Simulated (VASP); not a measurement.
Crystal: Ru.

```
Ru
1.0
     4.56072    0.00000    0.00000
    -2.28036    3.94970    0.00000
     0.00000    0.00000    7.52674
Ru
4
Direct
  0.66667 0.33333 0.06291
  0.33333 0.66667 0.56291
  0.66667 0.33333 0.43709
  0.33333 0.66667 0.93709
```

```yaml
Program: VASP 6.6.1
Task: relaxation of cell and atoms
Functional: PBEsol
Potentials_or_basis: VASP PAW PBE potentials, release 64 (Ru_pv)
Cutoff: 600 eV
k_mesh: 6 × 6 × 4
Occupations: gaussian, width 0.1 eV
Spin: no spin polarisation
```

At the start: pressure -25.9 GPa; volume 33.90 Å³/atom.

Question: How do energy, volume and symmetry change on relaxing?

Answer: Over 44 steps the energy falls by 2077.5 meV/atom and the volume is 19.07 Å³/atom (-43.7 %); space group P6_3/mmc (No. 194, to 0.1 Å) before and after.

The path:
```tsv
step	energy change (eV)	largest force (eV/Å)	pressure (GPa)	volume (Å³)
1	0.0000	0.3624	-25.89	135.58
3	-4.7604	0.4201	-26.79	107.39
5	-7.7653	0.3274	17.48	72.51
7	-8.0680	0.0440	-0.54	78.72
9	-8.0519	0.2214	-3.35	79.94
11	-8.0692	0.0318	-0.21	78.53
13	-8.0702	0.0682	-0.04	78.46
15	-8.0724	0.4236	0.93	77.96
17	-8.0768	0.6850	1.58	77.65
19	-8.0806	0.9565	2.46	77.28
21	-8.0809	0.9647	2.50	77.27
23	-8.0818	1.0046	2.55	77.24
25	-8.0833	1.1763	2.90	77.09
27	-8.0900	1.1829	2.77	77.12
29	-8.1206	1.2429	2.16	77.22
31	-8.1750	1.4213	-0.14	77.42
33	-8.2492	0.1100	-3.83	77.62
35	-8.2750	0.2600	-1.99	77.02
37	-8.2697	0.0094	5.70	73.93
39	-8.3061	0.0087	0.74	75.75
41	-8.3078	0.0944	0.03	76.00
43	-8.3093	0.0560	-0.01	76.12
44	-8.3099	0.0116	-0.12	76.29
```

Final structure:
```cif
data_structure
_symmetry_space_group_name_H-M 'P 1'
_symmetry_Int_Tables_number 1
_cell_length_a 3.9913
_cell_length_b 3.9913
_cell_length_c 5.5296
_cell_angle_alpha 90.000
_cell_angle_beta 90.000
_cell_angle_gamma 120.000
_cell_volume 76.29
loop_
_atom_site_label
_atom_site_type_symbol
_atom_site_fract_x
_atom_site_fract_y
_atom_site_fract_z
_atom_site_occupancy
Ru1 Ru 0.66667 0.33333 0.04113 1
Ru2 Ru 0.33333 0.66667 0.54113 1
Ru3 Ru 0.66667 0.33333 0.45887 1
Ru4 Ru 0.33333 0.66667 0.95887 1
```

Caveat: the volume moved by over 15 % at a fixed basis, so the end points are rough; the PAW data sets were made with another functional, which shifts forces and pressure a little.
